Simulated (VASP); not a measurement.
Set up this calculation in VASP 6.6.1, as the native input.

```
Task                   : single point
Functional             : r2SCAN
Potentials or basis    : VASP PAW PBE potentials, release 64 (Ti_sv, Al)
Cutoff                 : 520 eV
k mesh                 : 14 × 14 × 14
Occupations            : gaussian, width 0.1 eV
Spin                   : no spin polarisation
Dipole correction      : no
Further INCAR settings : ALGO = Normal; EDIFF = 1e-07; NBANDS = 14
```

The system is TiAl.

```
CELL_PARAMETERS angstrom
3.07314 0.00000 0.00000
0.00000 3.07314 0.00000
0.00000 0.00000 3.07314
ATOMIC_POSITIONS crystal
Ti 0.50000 0.50000 0.50000
Al 0.00000 0.00000 0.00000
```

This cell differs from its parent crystal: volume scaled by 0.91.

These files were run (other wordings do the same):

POSCAR

```
TiAl
1.0
    3.0731410823      0.0000000000      0.0000000000
    0.0000000000      3.0731410823      0.0000000000
    0.0000000000      0.0000000000      3.0731410823
Ti Al
1 1
Direct
    0.5000000000      0.5000000000      0.5000000000
    0.0000000000      0.0000000000      0.0000000000
```

INCAR.step1

```
SYSTEM = TiAl
PREC     = Accurate       ! precision mode
ENCUT    = 520            ! plane-wave cutoff, eV
ISMEAR   = 0              ! smearing method
SIGMA    = 0.1            ! smearing width, eV
LREAL    = .FALSE.        ! projectors in reciprocal space
LASPH    = .TRUE.         ! aspherical terms in the spheres
NELM     = 80             ! most SCF steps
NBANDS   = 14             ! bands
GGA      = PE             ! functional
ALGO     = Normal         ! electronic algorithm
EDIFF    = 1E-4           ! SCF threshold, eV
LWAVE    = .TRUE.         ! write WAVECAR
LCHARG   = .FALSE.        ! write CHGCAR
```

INCAR.step2

```
SYSTEM = TiAl
PREC     = Accurate       ! precision mode
ENCUT    = 520            ! plane-wave cutoff, eV
EDIFF    = 1E-7           ! SCF threshold, eV
ISMEAR   = 0              ! smearing method
SIGMA    = 0.1            ! smearing width, eV
LREAL    = .FALSE.        ! projectors in reciprocal space
LASPH    = .TRUE.         ! aspherical terms in the spheres
NELM     = 80             ! most SCF steps
ALGO     = Normal         ! electronic algorithm
ISIF     = 2              ! what is computed and relaxed
LWAVE    = .FALSE.        ! write WAVECAR
LCHARG   = .FALSE.        ! write CHGCAR
METAGGA  = R2SCAN         ! meta-GGA
LMIXTAU  = .TRUE.       
NBANDS   = 14             ! bands
ISTART   = 1
```

KPOINTS

```
regular mesh
0
G
  14 14 14
  0 0 0
```

Potentials or basis: VASP PAW PBE potentials, release 64 (Ti_sv, Al).

Run with:

```bash
$ cat potpaw_PBE.64/Ti_sv/POTCAR potpaw_PBE.64/Al/POTCAR > POTCAR
$ cp INCAR.step1 INCAR
$ mpirun -np 1 vasp_std > vasp.out
$ cp INCAR.step2 INCAR
$ mpirun -np 1 vasp_std > vasp.out
```

Results of the run:

| Item | Value |
| --- | --- |
| Pressure | 13.8 GPa |

Caveat: the PAW data sets were made with another functional, which shifts forces and pressure a little.

Wall time 54 s on 1 thread of Intel(R) Xeon(R) 6975P-C (Granite Rapids) (shared host), peak memory 0.17 GiB.
